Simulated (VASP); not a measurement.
Here is a VASP 6.6.1 calculation.

The input INCAR:

```
  PREC = Accurate
  ENCUT = 600
  EDIFF = 1E-7
  ISMEAR = -1
  SIGMA = 0.05
  LREAL = False
  LASPH = True
  NELM = 100
  ALGO = Normal
  ISIF = 3
  LWAVE = False
  LCHARG = False
  GGA = PE
  IVDW = 12
  IBRION = 2
  NSW = 60
  EDIFFG = -0.01
```

The input KPOINTS:

```
regular mesh
0
Gamma
  11 11 11
```

POSCAR

```
H
1.0
   -1.6915344700      1.6915344700      2.0584739900
    1.6915344700     -1.6915344700      2.0584739900
    1.6915344700      1.6915344700     -2.0584739900
H
2
Direct
    0.0901377100      0.0901377100      0.0000000000
    0.9098622900      0.9098622900      0.0000000000
```

Potentials or basis: VASP PAW PBE potentials, release 64 (H).

Run with:

```bash
$ cat potpaw_PBE.64/H/POTCAR > POTCAR
$ mpirun -np 1 vasp_std > vasp.out
```

Estimate the space group after relaxing (to 0.05 Å).

I4/mmm (No. 139).

Estimate the relaxed volume.

11.80 Å³/atom.

What does it give for the relaxed cell?

a = 3.158 Å, b = 3.158 Å, c = 3.158 Å, α = 115.22°, β = 115.22°, γ = 98.50°.

Estimate the dispersion energy per atom.

-0.019 eV.

Final structure:
```cif
data_structure
_symmetry_space_group_name_H-M 'P 1'
_symmetry_Int_Tables_number 1
_cell_length_a 3.1577
_cell_length_b 3.1577
_cell_length_c 3.1577
_cell_angle_alpha 115.220
_cell_angle_beta 115.220
_cell_angle_gamma 98.501
_cell_volume 23.59
loop_
_atom_site_label
_atom_site_type_symbol
_atom_site_fract_x
_atom_site_fract_y
_atom_site_fract_z
_atom_site_occupancy
H1 H 0.09100 0.09100 0.00000 1
H2 H 0.90900 0.90900 0.00000 1
```
